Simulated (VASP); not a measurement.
# AlN (R-3m) in VASP: further runs, part 2 of 2

VASP 6.6.1. The steps go on from the part before.

**4. Electric field gradients, LDA (equal xy, yz and zx shear strains of +2 %)**

File INCAR:

```
SYSTEM = AlN
PREC     = Accurate       ! precision mode
ENCUT    = 520            ! plane-wave cutoff, eV
EDIFF    = 1E-8           ! SCF threshold, eV
ISMEAR   = -1             ! smearing method
SIGMA    = 0.02           ! smearing width, eV
LREAL    = .False.        ! projectors in reciprocal space
LASPH    = .True.         ! aspherical terms in the spheres
NELM     = 60             ! most SCF steps
ALGO     = Normal         ! electronic algorithm
ISIF     = 2              ! what is computed and relaxed
LWAVE    = .False.        ! write WAVECAR
LCHARG   = .False.        ! write CHGCAR
GGA      = CA             ! functional
LEFG     = .True.       
NBANDS   = 11             ! bands
```

File KPOINTS:

```
regular mesh
0
Gamma
  10 10 10
  0 0 0
```

File POSCAR:

```
AlN
1.0
    0.0395600000      1.9977800000      1.9977800000
    1.9977800000      0.0395600000      1.9977800000
    1.9977800000      1.9977800000      0.0395600000
Al N
1 1
Direct
    0.0000000000      0.0000000000      0.0000000000
    0.5000000000      0.5000000000      0.5000000000
```

Potentials or basis: VASP PAW LDA potentials, release 64 (Al, N).

On the command line:

```
$ cat potpaw_LDA.64/Al/POTCAR potpaw_LDA.64/N/POTCAR > POTCAR
$ mpirun -np 1 vasp_std > vasp.out
```

OUTCAR:

```text
SYSTEM = AlN
   PREC = Accurate
   ENCUT = 520
   EDIFF = 1E-8
   ISMEAR = -1
   LREAL = .False.
   LASPH = .True.
   NELM = 60
   ISIF = 2
   GGA = CA

 ion  position               nearest neighbor table
   1  0.000  0.000  0.000-   2 1.98   2 1.98   2 1.98   2 1.98   2 1.98   2 1.98
   2  0.500  0.500  0.500-   1 1.98   1 1.98   1 1.98   1 1.98   1 1.98   1 1.98

  LATTYP: Found a trigonal (rhomboedric) cell.
 ALAT       =     2.8255645189
 COS(alpha) =     0.5197000882

  Lattice vectors:

 A1 = (   0.0395600000,   1.9977800000,   1.9977800000)
 A2 = (   1.9977800000,   0.0395600000,   1.9977800000)
 A3 = (   1.9977800000,   1.9977800000,   0.0395600000)

Analysis of symmetry for initial positions (statically):
=====================================================================
 Subroutine PRICEL returns:
 Original cell was already a primitive cell.

 Routine SETGRP: Setting up the symmetry group for a
 trigonal (rhombohedral) supercell.

 Subroutine GETGRP returns: Found 12 space group operations
 (whereof 12 operations were pure point group operations)
 out of a pool of 12 trial point group operations.

The static configuration has the point symmetry D_3d.

Analysis of symmetry for dynamics (positions and initial velocities):
=====================================================================
 Subroutine PRICEL returns:
 Original cell was already a primitive cell.

 Routine SETGRP: Setting up the symmetry group for a
 trigonal (rhombohedral) supercell.

 Subroutine GETGRP returns: Found 12 space group operations
 (whereof 12 operations were pure point group operations)
 out of a pool of 12 trial point group operations.

The dynamic configuration has the point symmetry D_3d.

[... 165 lines left out ...]
     11      28.7228      0.00000
[... 309 lines left out ...]
 k-point    24 :       0.4000    0.3000    0.0000
  band No.  band energies     occupation
      1      -4.1355      2.00000
      2       4.5203      2.00000
      3       7.7539      2.00000
      4       7.9486      2.00000
      5      16.6171      0.00000
      6      18.0661      0.00000
      7      23.4133      0.00000
      8      26.7308      0.00000
      9      27.7327      0.00000
     10      32.9290      0.00000
     11      36.1112      0.00000

 [... further k-points ...]
[... 5 lines left out ...]
  --------------------------------------------------------------------------------------
  -------------------------------------------------------------------------------------
  Total        1.2946122      1.2946122      1.2946122     -0.6842432     -0.6842432     -0.6842432
  in kB      134.0512487    134.0512487    134.0512487    -70.8502911    -70.8502911    -70.8502911
  external PRESSURE =     134.0512487 kB  Pullay stress =       0.0000000 kB

 VOLUME and BASIS-vectors are now :
 -----------------------------------------------------------------------------
  energy-cutoff  :      520.00
  volume of cell :       15.47
      direct lattice vectors                 reciprocal lattice vectors
     0.039560000  1.997780000  1.997780000    -0.257837199  0.252830652  0.252830652
     1.997780000  0.039560000  1.997780000     0.252830652 -0.257837199  0.252830652
     1.997780000  1.997780000  0.039560000     0.252830652  0.252830652 -0.257837199

 POSITION                                       TOTAL-FORCE (eV/Angst)
 -----------------------------------------------------------------------------------
      0.00000      0.00000      0.00000        -0.000000      0.000000     -0.000000
      2.01756      2.01756      2.01756         0.000000     -0.000000      0.000000
 -----------------------------------------------------------------------------------
    total drift:                               -0.000000     -0.000000      0.000000

  FREE ENERGIE OF THE ION-ELECTRON SYSTEM (eV)
  ---------------------------------------------------
  free  energy   TOTEN  =       -16.1820348981 eV

  energy  without entropy=      -16.1820348981  energy(sigma->0) =      -16.18203490

 Electric field gradients (V/A^2)
---------------------------------------------------------------------
 ion       V_xx      V_yy      V_zz      V_xy      V_xz      V_yz
---------------------------------------------------------------------
   1      -0.000     0.000    -0.000    -0.283    -0.283    -0.283
   2      -0.000     0.000    -0.000     4.406     4.406     4.406
---------------------------------------------------------------------

 Electric field gradients after diagonalization (V/A^2)
 (convention: |V_zz| > |V_xx| > |V_yy|)
----------------------------------------------------------------------
 ion       V_xx      V_yy      V_zz     asymmetry (V_yy - V_xx)/ V_zz
----------------------------------------------------------------------
   1       0.283     0.283    -0.566       0.000
   2      -4.406    -4.406     8.813       0.000
----------------------------------------------------------------------

           NMR quadrupolar parameters

 Cq : quadrupolar parameter    Cq=e*Q*V_zz/h
 eta: asymmetry parameters     (V_yy - V_xx)/ V_zz
 Q  : nuclear electric quadrupole moment in mb (millibarn)
----------------------------------------------------------------------
 ion       Cq(MHz)       eta       Q (mb)
----------------------------------------------------------------------
   1      -0.001       0.000       1.000
   2       0.021       0.000       1.000
----------------------------------------------------------------------
```

stdout:

```text
POSCAR found type information on POSCAR AlN
 POSCAR found :  2 types and       2 ions
 scaLAPACK will be used
 LDA part: xc-table for (Slater(with rela. corr.)+CA(PZ))
 , standard interpolation
 POSCAR, INCAR and KPOINTS ok, starting setup
 FFT: planning ... GRIDC
 FFT: planning ... GRID_SOFT
 FFT: planning ... GRID
 WAVECAR not read
 entering main loop
ion   1

ion   2
```

Wall time 24 s (1 thread of Intel Xeon 8259CL, shared host); peak memory 0.13 GiB.

What came out:

| Item | Value |
| --- | --- |
| Free energy | -16.1820 eV |
| Pressure | 13.4 GPa |
| Band gap on the k mesh | 4.60 eV, indirect (least direct gap 6.54 eV) |

Electric field gradients, principal values (V/Å²):
| atom | least | middle | greatest (by size) |
| --- | --- | --- | --- |
| 1 Al | 0.283 | 0.283 | -0.566 |
| 2 N | -4.406 | -4.406 | 8.813 |

Caveat: the cell differs from its parent crystal (equal xy, yz and zx shear strains of +2 %); without QUAD_EFG the Cq values of the log hold for a quadrupole moment of 1 mb, not for the nuclei. A k mesh can miss the band edges.

**5. Electric field gradients, LDA (equal xy, yz and zx shear strains of -2 %)**

File INCAR:

```
PREC = Accurate
ENCUT = 520
EDIFF = 1E-8
ISMEAR = -1
SIGMA = 0.02
LREAL = F
LASPH = T
NELM = 100
ALGO = Normal
ISIF = 2
LWAVE = F
LCHARG = F
LEFG = T
NBANDS = 11
```

File KPOINTS:

```
Automatic mesh
0
Gamma
  10 10 10
```

File POSCAR:

```
AlN
1.0
   -0.0395600000      1.9582200000      1.9582200000
    1.9582200000     -0.0395600000      1.9582200000
    1.9582200000      1.9582200000     -0.0395600000
Al N
1 1
Direct
    0.0000000000      0.0000000000      0.0000000000
    0.5000000000      0.5000000000      0.5000000000
```

Potentials or basis: VASP PAW LDA potentials, release 64 (Al, N).

On the command line:

```
$ cat potpaw_LDA.64/Al/POTCAR potpaw_LDA.64/N/POTCAR > POTCAR
$ mpirun -np 1 vasp_std > vasp.out
```

OUTCAR:

```text
PREC = Accurate
   ENCUT = 520
   EDIFF = 1E-8
   ISMEAR = -1
   LREAL = F
   LASPH = T
   NELM = 100
   ISIF = 2

 ion  position               nearest neighbor table
   1  0.000  0.000  0.000-   2 1.98   2 1.98   2 1.98   2 1.98   2 1.98   2 1.98
   2  0.500  0.500  0.500-   1 1.98   1 1.98   1 1.98   1 1.98   1 1.98   1 1.98

  LATTYP: Found a trigonal (rhomboedric) cell.
 ALAT       =     2.7696238247
 COS(alpha) =     0.4797000918

  Lattice vectors:

 A1 = (  -0.0395600000,   1.9582200000,   1.9582200000)
 A2 = (   1.9582200000,  -0.0395600000,   1.9582200000)
 A3 = (   1.9582200000,   1.9582200000,  -0.0395600000)

Analysis of symmetry for initial positions (statically):
=====================================================================
 Subroutine PRICEL returns:
 Original cell was already a primitive cell.

 Routine SETGRP: Setting up the symmetry group for a
 trigonal (rhombohedral) supercell.

 Subroutine GETGRP returns: Found 12 space group operations
 (whereof 12 operations were pure point group operations)
 out of a pool of 12 trial point group operations.

The static configuration has the point symmetry D_3d.

Analysis of symmetry for dynamics (positions and initial velocities):
=====================================================================
 Subroutine PRICEL returns:
 Original cell was already a primitive cell.

 Routine SETGRP: Setting up the symmetry group for a
 trigonal (rhombohedral) supercell.

 Subroutine GETGRP returns: Found 12 space group operations
 (whereof 12 operations were pure point group operations)
 out of a pool of 12 trial point group operations.

The dynamic configuration has the point symmetry D_3d.

[... 164 lines left out ...]
     10      28.7230      0.00000
     11      28.7230      0.00000
[... 309 lines left out ...]
 k-point    24 :       0.4000    0.3000   -0.0000
  band No.  band energies     occupation
      1      -4.1436      2.00000
      2       4.4707      2.00000
      3       7.4278      2.00000
      4       8.3626      2.00000
      5      17.1197      0.00000
      6      17.5246      0.00000
      7      23.4001      0.00000
      8      26.9878      0.00000
      9      27.5094      0.00000
     10      33.0102      0.00000
     11      35.9776      0.00000

 [... further k-points ...]
[... 5 lines left out ...]
  --------------------------------------------------------------------------------------
  -------------------------------------------------------------------------------------
  Total        1.2943455      1.2943455      1.2943455      0.6470684      0.6470684      0.6470684
  in kB      134.0241693    134.0241693    134.0241693     67.0012836     67.0012836     67.0012836
  external PRESSURE =     134.0241693 kB  Pullay stress =       0.0000000 kB

 VOLUME and BASIS-vectors are now :
 -----------------------------------------------------------------------------
  energy-cutoff  :      520.00
  volume of cell :       15.47
      direct lattice vectors                 reciprocal lattice vectors
    -0.039560000  1.958220000  1.958220000    -0.247723953  0.252831664  0.252831664
     1.958220000 -0.039560000  1.958220000     0.252831664 -0.247723953  0.252831664
     1.958220000  1.958220000 -0.039560000     0.252831664  0.252831664 -0.247723953

 POSITION                                       TOTAL-FORCE (eV/Angst)
 -----------------------------------------------------------------------------------
      0.00000      0.00000      0.00000        -0.000000      0.000000      0.000000
      1.93844      1.93844      1.93844         0.000000     -0.000000     -0.000000
 -----------------------------------------------------------------------------------
    total drift:                               -0.000000     -0.000000      0.000000

  FREE ENERGIE OF THE ION-ELECTRON SYSTEM (eV)
  ---------------------------------------------------
  free  energy   TOTEN  =       -16.1825056887 eV

  energy  without entropy=      -16.1825056887  energy(sigma->0) =      -16.18250569

 Electric field gradients (V/A^2)
---------------------------------------------------------------------
 ion       V_xx      V_yy      V_zz      V_xy      V_xz      V_yz
---------------------------------------------------------------------
   1       0.000     0.000    -0.000     0.317     0.317     0.317
   2       0.000     0.000     0.000    -4.233    -4.233    -4.233
---------------------------------------------------------------------

 Electric field gradients after diagonalization (V/A^2)
 (convention: |V_zz| > |V_xx| > |V_yy|)
----------------------------------------------------------------------
 ion       V_xx      V_yy      V_zz     asymmetry (V_yy - V_xx)/ V_zz
----------------------------------------------------------------------
   1      -0.317    -0.317     0.633       0.000
   2       4.233     4.233    -8.466       0.000
----------------------------------------------------------------------

           NMR quadrupolar parameters

 Cq : quadrupolar parameter    Cq=e*Q*V_zz/h
 eta: asymmetry parameters     (V_yy - V_xx)/ V_zz
 Q  : nuclear electric quadrupole moment in mb (millibarn)
----------------------------------------------------------------------
 ion       Cq(MHz)       eta       Q (mb)
----------------------------------------------------------------------
   1       0.002       0.000       1.000
   2      -0.020       0.000       1.000
----------------------------------------------------------------------
```

OSZICAR:

```text
N       E                     dE             d eps       ncg     rms          rms(c)
DAV:   1     0.660048218184E+01    0.66005E+01   -0.41223E+03  2656   0.628E+02
DAV:   2    -0.176006989885E+02   -0.24201E+02   -0.23382E+02  3078   0.127E+02
DAV:   3    -0.181369321306E+02   -0.53623E+00   -0.53551E+00  3006   0.164E+01
DAV:   4    -0.181385557028E+02   -0.16236E-02   -0.16235E-02  2783   0.110E+00
DAV:   5    -0.181385647409E+02   -0.90381E-05   -0.90380E-05  2975   0.751E-02    0.798E+00
DAV:   6    -0.162456456495E+02    0.18929E+01   -0.79917E+00  2723   0.150E+01    0.289E+00
DAV:   7    -0.162015822644E+02    0.44063E-01   -0.15048E-01  2957   0.265E+00    0.179E+00
DAV:   8    -0.161826064937E+02    0.18976E-01   -0.12686E-02  2690   0.104E+00    0.262E-01
DAV:   9    -0.161825051857E+02    0.10131E-03   -0.52706E-04  2915   0.133E-01    0.153E-01
DAV:  10    -0.161825060321E+02   -0.84647E-06   -0.18682E-05  2821   0.315E-02    0.238E-02
DAV:  11    -0.161825056973E+02    0.33486E-06   -0.55188E-07  2930   0.542E-03    0.464E-03
DAV:  12    -0.161825056887E+02    0.85523E-08   -0.34970E-08  2780   0.136E-03
   1 F= -.16182506E+02 E0= -.16182506E+02  d E =-.760946E-13
```

It took 24 s on 1 thread of Intel Xeon 8259CL, shared host; peak memory 0.13 GiB.

Results:

```yaml
Free_energy: -16.1825 eV
Pressure: 13.4 GPa
Band_gap_on_the_k_mesh: 4.46 eV, indirect (least direct gap 6.42 eV)
```

Stress tensor (GPa, compression positive):
```
13.40  6.70  6.70
 6.70 13.40  6.70
 6.70  6.70 13.40
```

Electric field gradients, principal values (V/Å²):
```
atom   least  middle  greatest (by size)
1 Al  -0.317  -0.317               0.633
 2 N   4.233   4.233              -8.466
```

Caveat: the cell differs from its parent crystal (equal xy, yz and zx shear strains of -2 %); without QUAD_EFG the Cq values of the log hold for a quadrupole moment of 1 mb, not for the nuclei. A k mesh can miss the band edges.

**6. Overview**

| cell | gap on the mesh (eV) | pressure (GPa) |
| --- | --- | --- |
| a = 2.756 Å, angles 62.0°, 2 atoms | 4.16 | 13.6 |
| a = 2.783 Å, angles 60.7°, 2 atoms | 4.77 | 13.3 |
| a = 2.826 Å, angles 58.7°, 2 atoms | 4.60 | 13.4 |
| a = 2.770 Å, angles 61.3°, 2 atoms | 4.46 | 13.4 |

Alike in all rows: task electric field gradients; level LDA; potentials or basis VASP PAW LDA potentials, release 64 (Al, N); no spin polarisation; k mesh 10 × 10 × 10; cutoff (eV) 520; smearing fermi-dirac 0.02 eV.

Total energies depend on the potentials used, so only differences within one code and one set of settings carry meaning.
